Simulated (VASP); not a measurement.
# Ca3W (Pm-3m) in VASP: a series of runs

The runs below take Ca3W through relaxation of cell and atoms, single point, with PBE.

All numbers are computed with VASP 6.6.1; they aren't measurements. Logs are shortened: lines on timing, memory, paths and dates and some standing lists are left out, and cuts for length are marked.

**1. The cell of the first run**

The structure is cubic, space group Pm-3m (No. 221). Conventional cell: a = 4.616 Å, b = 4.616 Å, c = 4.616 Å, α = 90.00°, β = 90.00°, γ = 90.00°. Within 4.3 Å of Ca (site symmetry 4/mmm) lie 8 Ca at 3.26 Å and 4 W at 3.26 Å. Within 4.3 Å of W (site symmetry m-3m) lie 12 Ca at 3.26 Å.

**2. Relaxation of cell and atoms, PBE**

INCAR

```
SYSTEM = Ca3W
PREC = Accurate
ENCUT = 600
EDIFF = 1E-6
ISMEAR = 0
SIGMA = 0.1
LREAL = .False.
LASPH = .True.
NELM = 60
ALGO = Normal
ISIF = 3
LWAVE = .False.
LCHARG = .False.
GGA = PE
IBRION = 2
NSW = 90
EDIFFG = -0.04
```

KPOINTS

```
Automatic mesh
0
Gamma
  4 4 4
  0 0 0
```

POSCAR

```
Ca3W
1.0
    4.6163418874      0.0000000000      0.0000000000
    0.0000000000      4.6163418874      0.0000000000
    0.0000000000      0.0000000000      4.6163418874
Ca W
3 1
Direct
    0.0000000000      0.5000000000      0.5000000000
    0.5000000000      0.0000000000      0.5000000000
    0.5000000000      0.5000000000      0.0000000000
    0.0000000000      0.0000000000      0.0000000000
```

Potentials or basis: VASP PAW PBE potentials, release 64 (Ca_sv, W_sv).

The run is started by

```bash
> cat potpaw_PBE.64/Ca_sv/POTCAR potpaw_PBE.64/W_sv/POTCAR > POTCAR
> mpirun -np 1 vasp_std > vasp.out
```

OUTCAR:

```text
SYSTEM = Ca3W
   PREC = Accurate
   ENCUT = 600
   EDIFF = 1E-6
   ISMEAR = 0
   LREAL = .False.
   LASPH = .True.
   NELM = 60
   ISIF = 3
   GGA = PE
   IBRION = 2
   NSW = 90
   EDIFFG = -0.04

 ion  position               nearest neighbor table
   1  0.000  0.500  0.500-   4 3.26   4 3.26   4 3.26   4 3.26
   2  0.500  0.000  0.500-   4 3.26   4 3.26   4 3.26   4 3.26
   3  0.500  0.500  0.000-   4 3.26   4 3.26   4 3.26   4 3.26
   4  0.000  0.000  0.000-   1 3.26   2 3.26   3 3.26   1 3.26   2 3.26   1 3.26   3 3.26   1 3.26
                             2 3.26   3 3.26   2 3.26   3 3.26

  LATTYP: Found a simple cubic cell.
 ALAT       =     4.6163418874

  Lattice vectors:

 A1 = (   4.6163418874,   0.0000000000,   0.0000000000)
 A2 = (   0.0000000000,   4.6163418874,   0.0000000000)
 A3 = (   0.0000000000,   0.0000000000,   4.6163418874)

Analysis of symmetry for initial positions (statically):
=====================================================================
 Subroutine PRICEL returns:
 Original cell was already a primitive cell.

 Routine SETGRP: Setting up the symmetry group for a
 simple cubic supercell.

 Subroutine GETGRP returns: Found 48 space group operations
 (whereof 48 operations were pure point group operations)
 out of a pool of 48 trial point group operations.

The static configuration has the point symmetry O_h .

Analysis of symmetry for dynamics (positions and initial velocities):
=====================================================================
 Subroutine PRICEL returns:
 Original cell was already a primitive cell.

 Routine SETGRP: Setting up the symmetry group for a
 simple cubic supercell.

 Subroutine GETGRP returns: Found 48 space group operations
 (whereof 48 operations were pure point group operations)
 out of a pool of 48 trial point group operations.

The dynamic configuration has the point symmetry O_h .

 Subroutine INISYM returns: Found 48 space group operations
 (whereof 48 operations are pure point group operations),
 and found     1 'primitive' translations

----------------------------------------------------------------------------------------

                                     Primitive cell

  volume of cell :      98.3771

  direct lattice vectors                    reciprocal lattice vectors
     4.616341887  0.000000000  0.000000000     0.216621737  0.000000000  0.000000000
     0.000000000  4.616341887  0.000000000     0.000000000  0.216621737  0.000000000
     0.000000000  0.000000000  4.616341887     0.000000000  0.000000000  0.216621737

  length of vectors
     4.616341887  4.616341887  4.616341887     0.216621737  0.216621737  0.216621737

  position of ions in fractional coordinates (direct lattice)
     0.000000000  0.500000000  0.500000000
     0.500000000  0.000000000  0.500000000
     0.500000000  0.500000000  0.000000000
     0.000000000  0.000000000  0.000000000

  ion indices of the primitive-cell ions
   primitive index   ion index
                 1           1
                 2           2
                 3           3
                 4           4

----------------------------------------------------------------------------------------

 KPOINTS: Automatic mesh

Automatic generation of k-mesh.
 Grid dimensions read from file:
 generate k-points for:    4    4    4

 Generating k-lattice:

  Cartesian coordinates                     Fractional coordinates (reciprocal lattice)
     0.054155434  0.000000000  0.000000000     0.250000000  0.000000000  0.000000000
     0.000000000  0.054155434  0.000000000     0.000000000  0.250000000  0.000000000
[... 48 lines left out ...]
   NFREE  =      1    steps in history (QN), initial steepest desc. (CG)
   ISIF   =      3    stress and relaxation
   ISYM   =      2    0-nonsym 1-usesym 2-fastsym
   POTIM  = 0.5000    time-step for ionic-motion
   TEBEG  =    0.0;   TEEND  =   0.0 temperature during run
   PSTRESS=    0.0 pullay stress
   NELECT =      44.0000    total number of electrons
   NUPDOWN=      -1.0000    fix difference up-down
   EMIN   =  10.00;   EMAX   =-10.00  energy-range for DOS
   EFERMI =   0.00;   METHOD = LEGACY
   ISMEAR =     0;   SIGMA  =   0.10  broadening in eV -4-tet -1-fermi 0-gaus
   EFERMI_NEDOS =   21; number of points for ismear=-14 and -15
   IALGO  =     38    algorithm
   IMIX   =      4    mixing-type and parameters
     AMIX     =   0.40;   BMIX     =  1.00
     AMIX_MAG =   1.60;   BMIX_MAG =  1.00
  volume/ion in A,a.u.               =      24.59       165.97
  Fermi-wavevector in a.u.,A,eV,Ry     =   1.251971  2.365883 21.326214  1.567433
  Thomas-Fermi vector in A             =   2.385894
   LORBIT       =      0    0 simple, 1 ext, 2 COOP (PROOUT), +10 PAW based schemes
   GGA     = PE    functional components
   LHFCALC =     F    Hartree Fock is set to
   AEXX    =    0.0000 exact exchange contribution
   IVDW    =     0    specifies the selected vdW correction
   LEPSILON=     F    determine dielectric tensor
   LRPA    =     F    only Hartree local field effects (RPA)
 conjugate gradient relaxation of ions
 non-spin polarized calculation
 Gauss-broadening in eV      SIGMA  =   0.10
  energy-cutoff  :      600.00
  volume of cell :       98.38
 maximum number of plane-waves:      3328
 NGX is ok and might be reduce to    40
   NGX = 19   NGY = 19   NGZ = 19

--------------------------------------- Ionic step        1  -------------------------------------------

 number of electron      44.0000010 magnetization

 Free energy of the ion-electron system (eV)
  ---------------------------------------------------
  ext. energy  EPLUGINS =         0.00000000
  ---------------------------------------------------
  free energy    TOTEN  =       -14.51258985 eV

  energy without entropy =      -14.48799998  energy(sigma->0) =      -14.50029491

------------------------ aborting loop because EDIFF is reached ----------------------------------------

  FORCE on cell =-STRESS in cart. coord.  units (eV):
  Direction    XX          YY          ZZ          XY          YZ          ZX
  --------------------------------------------------------------------------------------
  -------------------------------------------------------------------------------------
  Total        3.9677956      3.9677956      3.9677956     -0.0000000     -0.0000000      0.0000000
  in kB       64.6198556     64.6198556     64.6198556     -0.0000000     -0.0000000      0.0000000
  external PRESSURE =      64.6198556 kB  Pullay stress =       0.0000000 kB

 VOLUME and BASIS-vectors are now :
 -----------------------------------------------------------------------------
  energy-cutoff  :      600.00
  volume of cell :       98.38
      direct lattice vectors                 reciprocal lattice vectors
     4.616341887  0.000000000  0.000000000     0.216621737  0.000000000  0.000000000
     0.000000000  4.616341887  0.000000000     0.000000000  0.216621737  0.000000000
     0.000000000  0.000000000  4.616341887     0.000000000  0.000000000  0.216621737

 POSITION                                       TOTAL-FORCE (eV/Angst)
 -----------------------------------------------------------------------------------
      0.00000      2.30817      2.30817         0.000000      0.000000      0.000000
      2.30817      0.00000      2.30817         0.000000      0.000000      0.000000
      2.30817      2.30817      0.00000         0.000000      0.000000      0.000000
      0.00000      0.00000      0.00000         0.000000      0.000000      0.000000
 -----------------------------------------------------------------------------------
    total drift:                               -0.000000     -0.000000     -0.000000

  FREE ENERGIE OF THE ION-ELECTRON SYSTEM (eV)
  ---------------------------------------------------
  free  energy   TOTEN  =       -14.5125898472 eV

  energy  without entropy=      -14.4879999795  energy(sigma->0) =      -14.50029491

--------------------------------------- Ionic step        2  -------------------------------------------

 number of electron      44.0000003 magnetization

 Free energy of the ion-electron system (eV)
  ---------------------------------------------------
  ext. energy  EPLUGINS =         0.00000000
  ---------------------------------------------------
  free energy    TOTEN  =       -14.77758045 eV

  energy without entropy =      -14.74767730  energy(sigma->0) =      -14.76262887

 E-fermi :   3.6992     XC(G=0):  -9.4167

 val. band max:        3.6848137140   @ k =   0.5000   0.5000   0.0000
 cond. band min:       3.7180937015   @ k =   0.2500   0.2500   0.2500
 fundamental gap:      0.0332799875
 Fermi energy:         3.6991916035

 k-point     1 :       0.0000    0.0000    0.0000
  band No.  band energies     occupation
      1     -69.7383      2.00000
      2     -37.0645      2.00000
      3     -36.9851      2.00000
      4     -36.9851      2.00000
      5     -33.8998      2.00000
      6     -33.8998      2.00000
[... 279 lines left out ...]
     25       4.3734      0.00000
     26       4.3927      0.00000

------------------------ aborting loop because EDIFF is reached ----------------------------------------

  FORCE on cell =-STRESS in cart. coord.  units (eV):
  Direction    XX          YY          ZZ          XY          YZ          ZX
  --------------------------------------------------------------------------------------
  -------------------------------------------------------------------------------------
  Total       -0.0367868     -0.0367868     -0.0367868     -0.0000000      0.0000000     -0.0000000
  in kB       -0.5207221     -0.5207221     -0.5207221     -0.0000000      0.0000000     -0.0000000
  external PRESSURE =      -0.5207221 kB  Pullay stress =       0.0000000 kB

 VOLUME and BASIS-vectors are now :
 -----------------------------------------------------------------------------
  energy-cutoff  :      600.00
  volume of cell :      113.19
      direct lattice vectors                 reciprocal lattice vectors
     4.837253458  0.000000000  0.000000000     0.206728882  0.000000000  0.000000000
    -0.000000000  4.837253458  0.000000000    -0.000000000  0.206728882  0.000000000
     0.000000000 -0.000000000  4.837253458    -0.000000000 -0.000000000  0.206728882

 POSITION                                       TOTAL-FORCE (eV/Angst)
 -----------------------------------------------------------------------------------
     -0.00000      2.41863      2.41863        -0.000000     -0.000000      0.000000
      2.41863      0.00000      2.41863         0.000000     -0.000000      0.000000
      2.41863      2.41863      0.00000        -0.000000      0.000000      0.000000
      0.00000      0.00000      0.00000         0.000000      0.000000      0.000000
 -----------------------------------------------------------------------------------
    total drift:                                0.000000     -0.000000     -0.000000

  FREE ENERGIE OF THE ION-ELECTRON SYSTEM (eV)
  ---------------------------------------------------
  free  energy   TOTEN  =       -14.7775804481 eV

  energy  without entropy=      -14.7476772965  energy(sigma->0) =      -14.76262887

 reached required accuracy - stopping structural energy minimisation
```

It took 80 s on 1 thread of AMD EPYC 7R43 (Zen 3), shared host; peak memory 0.22 GiB.

What came out:

- Free energy: -14.7776 eV
- Relaxed volume: 28.30 Å³/atom
- Relaxed cell: a = 4.837 Å, b = 4.837 Å, c = 4.837 Å, α = 90.00°, β = 90.00°, γ = 90.00°
- Space group after relaxing (to 0.1 Å): Pm-3m (No. 221)
- Energy gained by relaxing: 66.2 meV/atom
- Ionic steps: 2
- Pressure after relaxing: -0.1 GPa
- Band gap on the k mesh: zero (bands 22 and 23 overlap by 1.14 eV)

Step by step:
```
step  energy change (eV)  largest force (eV/Å)  pressure (GPa)  volume (Å³)
   1              0.0000                0.0000            6.46        98.38
   2             -0.2650                0.0000           -0.05       113.19
```

Final structure:
```
CELL_PARAMETERS angstrom
4.83725 0.00000 0.00000
0.00000 4.83725 0.00000
0.00000 0.00000 4.83725
ATOMIC_POSITIONS crystal
Ca 0.00000 0.50000 0.50000
Ca 0.50000 0.00000 0.50000
Ca 0.50000 0.50000 0.00000
W 0.00000 0.00000 0.00000
```

Caveat: the volume moved by over 15 % at a fixed basis, so the end points are rough; spin-orbit coupling is left out, which moves the levels of the heavy elements.

(Part 1 of 2 ends here.)

The gap in the log of VASP goes by the Fermi energy; the results here count the filled bands.